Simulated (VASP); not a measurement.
The system is Si4BW.

```
Si B W
1.0
     3.77489    0.00000    0.00000
     0.00000    3.77489    0.00000
     0.00000    0.00000    6.49484
Si B W
4 1 1
Direct
  0.50000 0.50000 0.82122
  0.50000 0.50000 0.17878
  0.50000 0.00000 0.50000
  0.00000 0.50000 0.50000
  0.50000 0.50000 0.50000
  0.00000 0.00000 0.00000
```

The cell was built from a structure type or drawn by symmetry, and may not be a known phase.

```yaml
Program: VASP 6.6.1
Task: relaxation of cell and atoms
Functional: PBE
Potentials_or_basis: VASP PAW PBE potentials, release 64 (Si, B, W_sv)
Cutoff: 600 eV
k_mesh: 10 × 10 × 6
Occupations: gaussian, width 0.1 eV
Spin: no spin polarisation
```

At the start: pressure -0.7 GPa; volume 15.42 Å³/atom.

Question: Where does the relaxation end?

Answer: Over 7 steps the energy falls by 2.4 meV/atom and the volume is 15.36 Å³/atom (-0.4 %); space group P4/mmm (No. 123, to 0.1 Å) before and after.

Step by step:
| step | energy change (eV) | largest force (eV/Å) | pressure (GPa) | volume (Å³) |
| --- | --- | --- | --- | --- |
| 1 | 0.0000 | 0.0588 | -0.65 | 92.55 |
| 2 | -0.0114 | 0.0224 | 0.42 | 91.71 |
| 3 | -0.0119 | 0.0149 | 0.73 | 91.47 |
| 4 | -0.0143 | 0.0183 | -0.06 | 92.20 |
| 5 | -0.0143 | 0.0183 | 0.01 | 92.13 |
| 6 | -0.0143 | 0.0181 | 0.00 | 92.15 |
| 7 | -0.0144 | 0.0015 | -0.01 | 92.16 |

Final structure:
```yaml
crystal:
  lattice:
    - [3.73968, 0.00000, 0.00000]
    - [0.00000, 3.73968, 0.00000]
    - [0.00000, 0.00000, 6.58957]
  atoms:
    - { symbol: Si, position: [0.50000, 0.50000, 0.82214] }
    - { symbol: Si, position: [0.50000, 0.50000, 0.17786] }
    - { symbol: Si, position: [0.50000, 0.00000, 0.50000] }
    - { symbol: Si, position: [0.00000, 0.50000, 0.50000] }
    - { symbol: B, position: [0.50000, 0.50000, 0.50000] }
    - { symbol: W, position: [0.00000, 0.00000, 0.00000] }
```
